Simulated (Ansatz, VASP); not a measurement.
Two plane-wave programs on LaRe

Contents of INCAR:

```
  PREC = Accurate
  ENCUT = 520
  EDIFF = 1E-6
  ISMEAR = 0
  SIGMA = 0.05
  LREAL = F
  LASPH = T
  NELM = 80
  ALGO = Normal
  ISIF = 2
  LWAVE = F
  LCHARG = T
  GGA = PE
  LELF = T
  LVHAR = T
  NBANDS = 16
```

Contents of KPOINTS:

```
regular mesh
0
Gamma
  10 10 10
```

File POSCAR:

```
LaRe
1.0
    3.5351220283      0.0000000000      0.0000000000
    0.0000000000      3.5351220283      0.0000000000
    0.0000000000      0.0000000000      3.5351220283
La Re
1 1
Direct
    0.0000000000      0.0000000000      0.0000000000
    0.5000000000      0.5000000000      0.5000000000
```

Input for Ansatz:

```yaml
crystal:
  lattice:
    - [3.5351220283, 0.0, 0.0]
    - [0.0, 3.5351220283, 0.0]
    - [0.0, 0.0, 3.5351220283]
  atoms:
    - { symbol: La, position: [0.0, 0.0, 0.0] }
    - { symbol: Re, position: [0.5, 0.5, 0.5] }
basis:
  ecutwfc: 420
  ecutrho_ratio: 4
kpoints:
  mp_grid: { grid: [10, 10, 10] }
hamiltonian:
  xc: pbe
scf:
  occupations: { method: gaussian, width: 0.05 }
output:
  forces: true
  stress: true
  eigenvalues: true
```

Alike in both runs: task single point; functional PBE; k mesh 10 × 10 × 10; occupations gaussian, width 0.05 eV; no spin polarisation.

```csv
,VASP,Ansatz
version,VASP 6.6.1,Ansatz 0.2.0
potentials or method,"VASP PAW PBE potentials, release 64 (La, Re), cutoff 520 eV","scalar-relativistic, plane waves, PAW"
valence electrons in the cell,18,26
```

```tsv
	VASP	Ansatz	Ansatz less VASP
gap on the k mesh at the Fermi level (eV)	none	none	-
pressure (GPa)	4.2	4.2	0.00
```

A gap of «none» marks a metal or a gap that the smearing closes. With one functional, cell and mesh, what is left measures potentials, basis and numerics. VASP's potentials hold 18 valence electrons a cell and Ansatz's 26, so a difference there can come from the potentials and not from the codes.

Neither program's run includes spin-orbit coupling.
